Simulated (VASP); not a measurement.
Input of a VASP 6.6.1 run:

The input INCAR:

```
PREC = Accurate
ENCUT = 520
EDIFF = 1E-6
ISMEAR = -1
SIGMA = 0.05
LREAL = F
LASPH = T
NELM = 60
ALGO = Normal
ISIF = 2
LWAVE = F
LCHARG = F
GGA = CA
IBRION = 2
NSW = 50
EDIFFG = -0.01
```

KPOINTS

```
Automatic mesh
0
Gamma
  10 10 10
```

Contents of POSCAR:

```
LaSb
1.0
    0.0000000000      3.2450000000      3.2450000000
    3.2450000000      0.0000000000      3.2450000000
    3.2450000000      3.2450000000      0.0000000000
La Sb
1 1
Direct
    0.0000000000      0.0000000000      0.0000000000
    0.5000000000      0.5000000000      0.5000000000
```

Potentials or basis: VASP PAW LDA potentials, release 64 (La, Sb).

Command:

```sh
$ cat potpaw_LDA.64/La/POTCAR potpaw_LDA.64/Sb/POTCAR > POTCAR
$ mpirun -np 1 vasp_std > vasp.out
```

Question: Predict the band gap on the k mesh.

Answer: Zero (bands 8 and 9 overlap by 0.46 eV).

Final structure:
```
La Sb
1.0
     0.00000    3.24500    3.24500
     3.24500    0.00000    3.24500
     3.24500    3.24500    0.00000
La Sb
1 1
Direct
  0.00000 0.00000 0.00000
  0.50000 0.50000 0.50000
```

Caveat: the relaxation stopped at its first step, so nothing moved; semilocal functionals underestimate gaps, and a narrow one can read as zero; spin-orbit coupling is left out, which moves the levels of the heavy elements.
